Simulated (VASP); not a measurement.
# LiS3 (Cmcm) in VASP: further runs, part 2 of 2

VASP 6.6.1. The steps go on from the part before.

## Step 3: Single point, PBE

This run uses another cell than the first one, of 21.47 Å³/atom.

INCAR reads:

```
  PREC = Accurate
  ENCUT = 520
  EDIFF = 1E-6
  ISMEAR = 0
  SIGMA = 0.1
  LREAL = False
  LASPH = True
  NELM = 80
  ALGO = Normal
  ISIF = 2
  LWAVE = False
  LCHARG = True
  GGA = PE
  LELF = True
  LVHAR = True
  NBANDS = 31
```

KPOINTS reads:

```
regular mesh
0
Gamma
  4 4 4
```

POSCAR reads:

```
LiS3
1.0
    3.4513501366     -3.9329951848      0.0000000000
    3.4513501366      3.9329951848      0.0000000000
    0.0000000000      0.0000000000      6.3257984613
Li S
2 6
Direct
    0.6971837905      0.3028162095      0.2500000000
    0.3028162095      0.6971837905      0.7500000000
    0.2729334471      0.7270665529      0.2500000000
    0.7270665529      0.2729334471      0.7500000000
    0.1857413262      0.3403177756      0.2500000000
    0.8142586738      0.6596822244      0.7500000000
    0.3403177756      0.1857413262      0.7500000000
    0.6596822244      0.8142586738      0.2500000000
```

Potentials or basis: VASP PAW PBE potentials, release 64 (Li_sv, S).

Started as:

```
$ cat potpaw_PBE.64/Li_sv/POTCAR potpaw_PBE.64/S/POTCAR > POTCAR
$ mpirun -np 1 vasp_std > vasp.out
```

Wall time 61 s (1 thread of Intel Xeon 6975P-C (Granite Rapids), shared host); peak memory 0.28 GiB.

The run converged. Its results:

| Property | Result |
| --- | --- |
| Free energy | -31.4928 eV |
| Largest force | 0.163 eV/Å |
| Band gap on the k mesh | zero (bands 21 and 22 overlap by 0.58 eV) |

Forces on the atoms (eV/Å):
```
Li   0.000  0.010  0.000
Li   0.000 -0.010  0.000
S    0.000 -0.163  0.000
S    0.000  0.163  0.000
S    0.117  0.073  0.000
S   -0.117 -0.073  0.000
S    0.117 -0.073  0.000
S   -0.117  0.073  0.000
```

Levels at points of the mesh, in eV from the Fermi level:
```tsv
k point	band 19	band 20	band 21	band 22	band 23	band 24
(0.00, 0.00, 0.00)	-2.01	-1.03	-0.08	0.43	2.49	2.88
(0.50, 0.00, 0.00)	-2.03	-0.83	-0.64	0.87	2.28	2.39
(0.50, 0.50, 0.00)	-1.29	-0.94	-0.42	1.08	1.27	1.73
(0.00, 0.00, 0.50)	-1.24	-1.24	0.08	0.08	2.67	2.67
(0.50, 0.00, 0.50)	-1.76	-1.76	0.07	0.07	2.37	2.37
(0.50, 0.50, 0.50)	-1.11	-1.11	-0.50	-0.50	1.53	1.53
```

Caveat: the cutoff is under 1.25 times the usual one of these potentials, so pressure, stress and relaxed cells hold a basis-set (Pulay) error.

## Step 4: Single point, PBE

This run uses another cell than the first one, of 21.41 Å³/atom.

INCAR reads:

```
ALGO = Normal ; EDIFF = 1E-6
ENCUT = 520 ; GGA = PE
ISIF = 2 ; ISMEAR = 0
LASPH = True ; LCHARG = False
LREAL = False ; LWAVE = False
NBANDS = 31 ; NELM = 60
PREC = Accurate ; SIGMA = 0.1
```

KPOINTS reads:

```
k-points
0
Gamma
  8 8 6
```

POSCAR reads:

```
LiS3
1.0
    3.4581902964     -3.9447798593      0.0000000000
    3.4581902964      3.9447798593      0.0000000000
    0.0000000000      0.0000000000      6.2787273323
Li S
2 6
Direct
    0.6991237599      0.3008762401      0.2500000000
    0.3008762401      0.6991237599      0.7500000000
    0.2753653323      0.7246346677      0.2500000000
    0.7246346677      0.2753653323      0.7500000000
    0.1880755946      0.3387895645      0.2500000000
    0.8119244054      0.6612104355      0.7500000000
    0.3387895645      0.1880755946      0.7500000000
    0.6612104355      0.8119244054      0.2500000000
```

Potentials or basis: VASP PAW PBE potentials, release 64 (Li_sv, S).

Started as:

```
$ cat potpaw_PBE.64/Li_sv/POTCAR potpaw_PBE.64/S/POTCAR > POTCAR
$ mpirun -np 1 vasp_std > vasp.out
```

OUTCAR:

```text
EDIFF = 1E-6
   ENCUT = 520
   GGA = PE
   ISIF = 2
   ISMEAR = 0
   LASPH = True
   LREAL = False
   NELM = 60
   PREC = Accurate

 ion  position               nearest neighbor table
   1  0.699  0.301  0.250-   5 2.55   8 2.55
   2  0.301  0.699  0.750-   6 2.55   7 2.55
   3  0.275  0.725  0.250-   5 2.02   8 2.02
   4  0.725  0.275  0.750-   6 2.02   7 2.02
   5  0.188  0.339  0.250-   3 2.02   1 2.55
   6  0.812  0.661  0.750-   4 2.02   2 2.55
   7  0.339  0.188  0.750-   4 2.02   2 2.55
   8  0.661  0.812  0.250-   3 2.02   1 2.55

  LATTYP: Found a base centered orthorhombic cell.
 ALAT       =     6.9163805928
 B/A-ratio  =     1.1407064161
 C/A-ratio  =     0.9078053540

  Lattice vectors:

 A1 = (   3.4581902964,  -3.9447798593,   0.0000000000)
 A2 = (   3.4581902964,   3.9447798593,   0.0000000000)
 A3 = (   0.0000000000,   0.0000000000,   6.2787273323)

Analysis of symmetry for initial positions (statically):
=====================================================================
 Subroutine PRICEL returns:
 Original cell was already a primitive cell.

 Routine SETGRP: Setting up the symmetry group for a
 base centered orthorhombic supercell.

 Subroutine GETGRP returns: Found  8 space group operations
 (whereof  4 operations were pure point group operations)
 out of a pool of  8 trial point group operations.

The static configuration has the point symmetry C_2h.
 The point group associated with its full space group is D_2h.

Analysis of symmetry for dynamics (positions and initial velocities):
=====================================================================
 Subroutine PRICEL returns:
[... 140 lines left out ...]
   IMIX   =      4    mixing-type and parameters
     AMIX     =   0.40;   BMIX     =  1.00
     AMIX_MAG =   1.60;   BMIX_MAG =  1.00
  volume/ion in A,a.u.               =      21.41       144.50
  Fermi-wavevector in a.u.,A,eV,Ry     =   1.024629  1.936269 14.284287  1.049866
  Thomas-Fermi vector in A             =   2.158427
   LORBIT       =      0    0 simple, 1 ext, 2 COOP (PROOUT), +10 PAW based schemes
   GGA     = PE    functional components
   LHFCALC =     F    Hartree Fock is set to
   AEXX    =    0.0000 exact exchange contribution
   IVDW    =     0    specifies the selected vdW correction
   LEPSILON=     F    determine dielectric tensor
   LRPA    =     F    only Hartree local field effects (RPA)
 non-spin polarized calculation
 Gauss-broadening in eV      SIGMA  =   0.10
  energy-cutoff  :      520.00
  volume of cell :      171.31
 maximum number of plane-waves:      4642
   NGX = 19   NGY = 19   NGZ = 23

 number of electron      41.9999996 magnetization

 Free energy of the ion-electron system (eV)
  ---------------------------------------------------
  ext. energy  EPLUGINS =         0.00000000
  ---------------------------------------------------
  free energy    TOTEN  =       -31.50118089 eV

  energy without entropy =      -31.49081054  energy(sigma->0) =      -31.49599571

 E-fermi :   2.9749     XC(G=0):  -8.5236

 val. band max:        2.9747338650   @ k =   0.5000   0.1250   0.5000
 cond. band min:       2.9934068997   @ k =  -0.1250   0.1250   0.5000
 fundamental gap:      0.0186730347
 Fermi energy:         2.9749424071

 k-point     1 :       0.0000    0.0000    0.0000
  band No.  band energies     occupation
      1     -43.1342      2.00000
      2     -43.1342      2.00000
      3     -13.4937      2.00000
      4     -13.2061      2.00000
      5     -10.0155      2.00000
      6      -9.7819      2.00000
[... 805 lines left out ...]
     30       9.4408      0.00000
     31       9.8239      0.00000

 [... further k-points ...]

------------------------ aborting loop because EDIFF is reached ----------------------------------------

  FORCE on cell =-STRESS in cart. coord.  units (eV):
  Direction    XX          YY          ZZ          XY          YZ          ZX
  --------------------------------------------------------------------------------------
  -------------------------------------------------------------------------------------
  Total       -0.7340889     -0.4228338     -0.0778328      0.0000000     -0.0000000      0.0000000
  in kB       -6.8657176     -3.9546408     -0.7279470      0.0000000     -0.0000000      0.0000000
  external PRESSURE =      -3.8494351 kB  Pullay stress =       0.0000000 kB

 VOLUME and BASIS-vectors are now :
 -----------------------------------------------------------------------------
  energy-cutoff  :      520.00
  volume of cell :      171.31
      direct lattice vectors                 reciprocal lattice vectors
     3.458190296 -3.944779859  0.000000000     0.144584293 -0.126749785  0.000000000
     3.458190296  3.944779859  0.000000000     0.144584293  0.126749785  0.000000000
     0.000000000  0.000000000  6.278727332     0.000000000  0.000000000  0.159267945

 POSITION                                       TOTAL-FORCE (eV/Angst)
 -----------------------------------------------------------------------------------
      3.45819     -1.57100      1.56968         0.000000      0.001812     -0.000000
      3.45819      1.57100      4.70905         0.000000     -0.001812     -0.000000
      3.45819      1.77227      1.56968         0.000000     -0.160410     -0.000000
      3.45819     -1.77227      4.70905         0.000000      0.160410      0.000000
      1.82200      0.59453      1.56968         0.105182      0.082173     -0.000000
      5.09438     -0.59453      4.70905        -0.105182     -0.082173     -0.000000
      1.82200     -0.59453      4.70905         0.105182     -0.082173     -0.000000
      5.09438      0.59453      1.56968        -0.105182      0.082173     -0.000000
 -----------------------------------------------------------------------------------
    total drift:                                0.000000     -0.000000      0.000000

  FREE ENERGIE OF THE ION-ELECTRON SYSTEM (eV)
  ---------------------------------------------------
  free  energy   TOTEN  =       -31.5011808922 eV

  energy  without entropy=      -31.4908105360  energy(sigma->0) =      -31.49599571
```

Run time: 4.5 min. Hardware: 1 thread of Intel Xeon 6975P-C (Granite Rapids), shared host; peak memory 0.45 GiB.

Results:

```yaml
Free_energy: -31.5012 eV
Largest_force: 0.160 eV/Å
Band_gap_on_the_k_mesh: zero (bands 21 and 22 overlap by 0.61 eV)
```

Forces on the atoms (eV/Å):
```
Li   0.000  0.002  0.000
Li   0.000 -0.002  0.000
S    0.000 -0.160  0.000
S    0.000  0.160  0.000
S    0.105  0.082  0.000
S   -0.105 -0.082  0.000
S    0.105 -0.082  0.000
S   -0.105  0.082  0.000
```

Levels at points of the mesh, in eV from the Fermi level:
```
           k point  band 17  band 18  band 19  band 20  band 21  band 22  band 23  band 24  band 25  band 26
(0.00, 0.00, 0.00)    -2.24    -2.05    -2.01    -0.97    -0.12     0.47     2.48     2.89     3.57     4.65
(0.50, 0.00, 0.00)    -2.43    -2.08    -2.03    -0.80    -0.63     0.91     2.29     2.40     4.32     4.34
(0.50, 0.50, 0.00)    -1.81    -1.66    -1.30    -0.95    -0.37     1.14     1.27     1.75     2.30     2.57
(0.00, 0.00, 0.50)    -2.30    -2.30    -1.22    -1.22     0.08     0.08     2.66     2.66     5.04     5.04
(0.50, 0.00, 0.50)    -2.06    -2.06    -1.73    -1.73     0.07     0.07     2.37     2.37     4.35     4.35
(0.50, 0.50, 0.50)    -1.75    -1.75    -1.11    -1.11    -0.49    -0.49     1.53     1.53     2.50     2.50
```

Caveat: the cutoff is under 1.25 times the usual one of these potentials, so pressure, stress and relaxed cells hold a basis-set (Pulay) error.

## Step 5: The runs side by side

| cell | k mesh | gap on the mesh (eV) | largest force (eV/Å) |
| --- | --- | --- | --- |
| a = 5.889, b = 5.889, c = 4.421 Å, angles 90.0, 90.0, 112.4°, 8 atoms, atomic positions A | 4 × 4 × 4 | none | 0.43 |
| a = 5.233, b = 5.233, c = 6.326 Å, angles 90.0, 90.0, 97.5°, 8 atoms, atomic positions B | 4 × 4 × 4 | none | 0.16 |
| a = 5.246, b = 5.246, c = 6.279 Å, angles 90.0, 90.0, 97.5°, 8 atoms, atomic positions C | 8 × 8 × 6 | none | 0.16 |

Alike in all rows: task single point; level PBE; potentials or basis VASP PAW PBE potentials, release 64 (Li_sv, S); no spin polarisation; cutoff (eV) 520; smearing gaussian 0.1 eV.

Caveats: the cutoff is under 1.25 times the usual one of these potentials, so pressure, stress and relaxed cells hold a basis-set (Pulay) error.

Total energies depend on the potentials used, so only differences within one code and one set of settings carry meaning.

The gap in the log of VASP goes by the Fermi energy; the results here count the filled bands.